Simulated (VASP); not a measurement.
A run of VASP 6.6.1 is set up as follows.

Contents of INCAR:

```
SYSTEM = ZrF3
ALGO = Normal ; EDIFF = 1E-7
ENCUT = 520 ; GGA = PE
ISIF = 2 ; ISMEAR = 0
ISPIN = 2 ; LASPH = .TRUE.
LCHARG = .FALSE. ; LMAXMIX = 4
LORBIT = 11 ; LREAL = .FALSE.
LWAVE = .FALSE. ; MAGMOM = 1 0 0 0
NBANDS = 28 ; NELM = 150
PREC = Accurate ; SIGMA = 0.1
```

Contents of KPOINTS:

```
k-points
0
G
  6 6 4
  0 0 0
```

File POSCAR:

```
ZrF3
1.0
    3.0902637410      0.0000000000      0.0000000000
    0.0000000000      3.0902637410      0.0000000000
    0.0000000000      0.0000000000      4.4438346636
Zr F
1 3
Direct
    0.0000000000      0.0000000000      0.0000000000
    0.5000000000      0.5000000000      0.7648664381
    0.0000000000      0.0000000000      0.5000000000
    0.5000000000      0.5000000000      0.2351335619
```

Potentials or basis: VASP PAW PBE potentials, release 64 (Zr_sv, F).

Command:

```sh
$ cat potpaw_PBE.64/Zr_sv/POTCAR potpaw_PBE.64/F/POTCAR > POTCAR
$ mpirun -np 1 vasp_std > vasp.out
```

Q: Predict the site moments.

A: Zr +0.17; F +0.01, -0.00 μB.

Q: What does it give for the net moment?

A: 0.25 μB per cell.

Q: Predict the pressure.

A: 0.0 GPa.

Q: What does it give for the largest force?

A: 0.018 eV/Å.

Forces on the atoms (eV/Å):
```
Zr   0.000  0.000  0.000
F    0.000  0.000 -0.018
F    0.000  0.000  0.000
F    0.000  0.000  0.018
```
